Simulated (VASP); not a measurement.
# BaRh2Pb2 in VASP: single point with LDA

Aim: the single point of BaRh2Pb2 with LDA.

Program: VASP 6.6.1. These are calculated values, not measurements. Logs are shortened: lines on timing, memory, paths and dates and some standing lists are left out, and cuts for length are marked.

## 1. The cell of the first run

The typed cell holds 5 atoms: a = 4.441 Å, b = 4.441 Å, c = 7.284 Å, α = 90.00°, β = 90.00°, γ = 120.00°.

## 2. Single point, LDA

Input file INCAR:

```
SYSTEM = BaRh2Pb2
PREC = Accurate
ENCUT = 520
EDIFF = 1E-6
ISMEAR = -1
SIGMA = 0.1
LREAL = .False.
LASPH = .True.
NELM = 100
ALGO = Normal
ISIF = 2
LWAVE = .False.
LCHARG = .False.
NBANDS = 42
```

Input file KPOINTS:

```
Automatic mesh
0
Gamma
  9 9 5
  0 0 0
```

Input file POSCAR:

```
BaRh2Pb2
1.0
    4.4407605300      0.0000000000      0.0000000000
   -2.2203797700      3.8458134000      0.0000000000
    0.0000000000      0.0000000000      7.2838187000
Ba Rh Pb
1 2 2
Direct
    0.0000000000      0.0000000000      0.0000000000
    0.3333000000      0.6667000000      0.6225000000
    0.6667000000      0.3333000000      0.3775000000
    0.3333000000      0.6667000000      0.2529000000
    0.6667000000      0.3333000000      0.7471000000
```

Potentials or basis: VASP PAW LDA potentials, release 64 (Ba_sv, Rh_pv, Pb_d).

On the command line:

```console
$ cat potpaw_LDA.64/Ba_sv/POTCAR potpaw_LDA.64/Rh_pv/POTCAR potpaw_LDA.64/Pb_d/POTCAR > POTCAR
$ mpirun -np 1 vasp_std > vasp.out
```

OUTCAR:

```text
SYSTEM = BaRh2Pb2
   PREC = Accurate
   ENCUT = 520
   EDIFF = 1E-6
   ISMEAR = -1
   LREAL = .False.
   LASPH = .True.
   NELM = 100
   ISIF = 2

 ion  position               nearest neighbor table
   1  0.000  0.000  0.000-   4 3.16   5 3.16   5 3.16   4 3.16   5 3.16   4 3.16   2 3.76   3 3.76
                             2 3.76   3 3.76   3 3.76   2 3.76
   2  0.333  0.667  0.623-   4 2.69   5 2.72   5 2.72   5 2.72   3 3.12   3 3.12   3 3.12   1 3.76
                             1 3.76   1 3.76
   3  0.667  0.333  0.377-   5 2.69   4 2.72   4 2.72   4 2.72   2 3.12   2 3.12   2 3.12   1 3.76
                             1 3.76   1 3.76
   4  0.333  0.667  0.253-   2 2.69   3 2.72   3 2.72   3 2.72   1 3.16   1 3.16   1 3.16
   5  0.667  0.333  0.747-   3 2.69   2 2.72   2 2.72   2 2.72   1 3.16   1 3.16   1 3.16

  LATTYP: Found a hexagonal cell.
 ALAT       =     4.4407605300
 C/A-ratio  =     1.6402187533

  Lattice vectors:

 A1 = (   4.4407605300,   0.0000000000,   0.0000000000)
 A2 = (  -2.2203797700,   3.8458134000,   0.0000000000)
 A3 = (   0.0000000000,   0.0000000000,   7.2838187000)

Analysis of symmetry for initial positions (statically):
=====================================================================
 Subroutine PRICEL returns:
 Original cell was already a primitive cell.

 Routine SETGRP: Setting up the symmetry group for a
 hexagonal supercell.

 Subroutine GETGRP returns: Found  4 space group operations
 (whereof  4 operations were pure point group operations)
 out of a pool of 24 trial point group operations.

The static configuration has the point symmetry C_2h.

Analysis of symmetry for dynamics (positions and initial velocities):
=====================================================================
 Subroutine PRICEL returns:
 Original cell was already a primitive cell.

 Routine SETGRP: Setting up the symmetry group for a
 hexagonal supercell.

 Subroutine GETGRP returns: Found  4 space group operations
 (whereof  4 operations were pure point group operations)
 out of a pool of 24 trial point group operations.

The dynamic configuration has the point symmetry C_2h.

 Subroutine INISYM returns: Found  4 space group operations
 (whereof  4 operations are pure point group operations),
 and found     1 'primitive' translations

----------------------------------------------------------------------------------------

                                     Primitive cell

  volume of cell :     124.3955

[... 95 lines left out ...]
   LREAL  =      F    real-space projection
   EDIFFG = 0.1E-04   stopping-criterion for IOM
   NSW    =      0    number of steps for IOM
   IBRION =     -1    ionic relax: 0-MD 1-quasi-New 2-CG
   NFREE  =      0    steps in history (QN), initial steepest desc. (CG)
   ISIF   =      2    stress and relaxation
   ISYM   =      2    0-nonsym 1-usesym 2-fastsym
   POTIM  = 0.5000    time-step for ionic-motion
   TEBEG  =    0.0;   TEEND  =   0.0 temperature during run
   PSTRESS=    0.0 pullay stress
   NELECT =      68.0000    total number of electrons
   NUPDOWN=      -1.0000    fix difference up-down
   EMIN   =  10.00;   EMAX   =-10.00  energy-range for DOS
   EFERMI =   0.00;   METHOD = LEGACY
   ISMEAR =    -1;   SIGMA  =   0.10  broadening in eV -4-tet -1-fermi 0-gaus
   EFERMI_NEDOS =   21; number of points for ismear=-14 and -15
   IALGO  =     38    algorithm
   IMIX   =      4    mixing-type and parameters
     AMIX     =   0.40;   BMIX     =  1.00
     AMIX_MAG =   1.60;   BMIX_MAG =  1.00
  volume/ion in A,a.u.               =      24.88       167.89
  Fermi-wavevector in a.u.,A,eV,Ry     =   1.338576  2.529541 24.378710  1.791785
  Thomas-Fermi vector in A             =   2.467035
   LORBIT       =      0    0 simple, 1 ext, 2 COOP (PROOUT), +10 PAW based schemes
   GGA     = CA    functional components
   LHFCALC =     F    Hartree Fock is set to
   AEXX    =    0.0000 exact exchange contribution
   IVDW    =     0    specifies the selected vdW correction
   LEPSILON=     F    determine dielectric tensor
   LRPA    =     F    only Hartree local field effects (RPA)
 non-spin polarized calculation
  energy-cutoff  :      520.00
  volume of cell :      124.40
 maximum number of plane-waves:      3369
 NGX is ok and might be reduce to    36
   NGX = 17   NGY = 17   NGZ = 27

 number of electron      67.9999990 magnetization

 Free energy of the ion-electron system (eV)
  ---------------------------------------------------
  ext. energy  EPLUGINS =         0.00000000
  ---------------------------------------------------
  free energy    TOTEN  =       -27.57168259 eV

  energy without entropy =      -27.47670538  energy(sigma->0) =      -27.52419399

 E-fermi :   6.2492     XC(G=0): -11.0061

 val. band max:        6.2113356936   @ k =   0.4444  -0.3333   0.4000
 cond. band min:       6.2672001008   @ k =   0.2222   0.0000   0.0000
 fundamental gap:      0.0558644072
 Fermi energy:         6.2491941970

 k-point     1 :       0.0000    0.0000    0.0000
  band No.  band energies     occupation
      1     -39.0179      2.00000
      2     -39.0175      2.00000
      3     -39.0117      2.00000
      4     -38.9830      2.00000
      5     -38.9827      2.00000
      6     -38.9792      2.00000
[... 1069 lines left out ...]
     41      11.7413      0.00000
     42      12.0420      0.00000

 [... further k-points ...]

------------------------ aborting loop because EDIFF is reached ----------------------------------------

  FORCE on cell =-STRESS in cart. coord.  units (eV):
  Direction    XX          YY          ZZ          XY          YZ          ZX
  --------------------------------------------------------------------------------------
  -------------------------------------------------------------------------------------
  Total        1.0175742      1.0204863      1.9132411      0.0025211      0.0007231     -0.0012525
  in kB       13.1060552     13.1435616     24.6419798      0.0324715      0.0093136     -0.0161322
  external PRESSURE =      16.9638655 kB  Pullay stress =       0.0000000 kB

 VOLUME and BASIS-vectors are now :
 -----------------------------------------------------------------------------
  energy-cutoff  :      520.00
  volume of cell :      124.40
      direct lattice vectors                 reciprocal lattice vectors
     4.440760530  0.000000000  0.000000000     0.225186653  0.130011479  0.000000000
    -2.220379770  3.845813400  0.000000000     0.000000000  0.260023016  0.000000000
     0.000000000  0.000000000  7.283818700     0.000000000  0.000000000  0.137290622

 POSITION                                       TOTAL-FORCE (eV/Angst)
 -----------------------------------------------------------------------------------
      0.00000      0.00000      0.00000         0.000000      0.000000      0.000000
     -0.00022      2.56400      4.53418         0.002422     -0.001398     -0.300643
      2.22060      1.28181      2.74964        -0.002422      0.001398      0.300643
     -0.00022      2.56400      1.84208         0.002885     -0.001666      1.985620
      2.22060      1.28181      5.44174        -0.002885      0.001666     -1.985620
 -----------------------------------------------------------------------------------
    total drift:                                0.000000      0.000000      0.000000

  FREE ENERGIE OF THE ION-ELECTRON SYSTEM (eV)
  ---------------------------------------------------
  free  energy   TOTEN  =       -27.5716825869 eV

  energy  without entropy=      -27.4767053838  energy(sigma->0) =      -27.52419399
```

OSZICAR:

```text
N       E                     dE             d eps       ncg     rms          rms(c)
DAV:   1     0.881980258791E+03    0.88198E+03   -0.36272E+04  9668   0.188E+03
DAV:   2     0.575879020005E+02   -0.82439E+03   -0.80022E+03 10102   0.544E+02
DAV:   3    -0.237713704179E+02   -0.81359E+02   -0.77463E+02 11336   0.191E+02
DAV:   4    -0.280674092483E+02   -0.42960E+01   -0.42358E+01 13824   0.414E+01
DAV:   5    -0.282813432749E+02   -0.21393E+00   -0.21369E+00 15232   0.781E+00    0.101E+01
DAV:   6    -0.285132808617E+02   -0.23194E+00   -0.68425E+00 11856   0.159E+01    0.684E+00
DAV:   7    -0.276329407780E+02    0.88034E+00   -0.38812E+00 11922   0.109E+01    0.414E+00
DAV:   8    -0.275834683605E+02    0.49472E-01   -0.33475E-01 12678   0.395E+00    0.781E-01
DAV:   9    -0.275723408553E+02    0.11128E-01   -0.58264E-02 13140   0.180E+00    0.219E-01
DAV:  10    -0.275717036854E+02    0.63717E-03   -0.41947E-03 11362   0.464E-01    0.119E-01
DAV:  11    -0.275716901788E+02    0.13507E-04   -0.25667E-04 15428   0.895E-02    0.435E-02
DAV:  12    -0.275716825140E+02    0.76649E-05   -0.54660E-05 12100   0.469E-02    0.670E-03
DAV:  13    -0.275716825869E+02   -0.72900E-07   -0.46102E-06  9426   0.184E-02
   1 F= -.27571683E+02 E0= -.27524194E+02  d E =-.949772E-01
```

It took 9.8 min on 1 thread of Intel Xeon Platinum 8259CL at 2.50GHz (Skylake/Cascade Lake), shared host; peak memory 0.61 GiB.

Results:

- Free energy: -27.5717 eV
- Pressure: 1.7 GPa
- Largest force: 1.986 eV/Å
- Band gap on the k mesh: zero (bands 34 and 35 overlap by 1.91 eV)

Forces in eV/Å, atoms in the order of the input:
```
Ba   0.000  0.000  0.000
Rh   0.002 -0.001 -0.301
Rh  -0.002  0.001  0.301
Pb   0.003 -0.002  1.986
Pb  -0.003  0.002 -1.986
```

Caveat: spin-orbit coupling is left out, which moves the levels of the heavy elements; forces of over 1 eV/Å act on the atoms, so gaps and moduli don't describe the material at rest.

The gap in the log of VASP goes by the Fermi energy; the results here count the filled bands.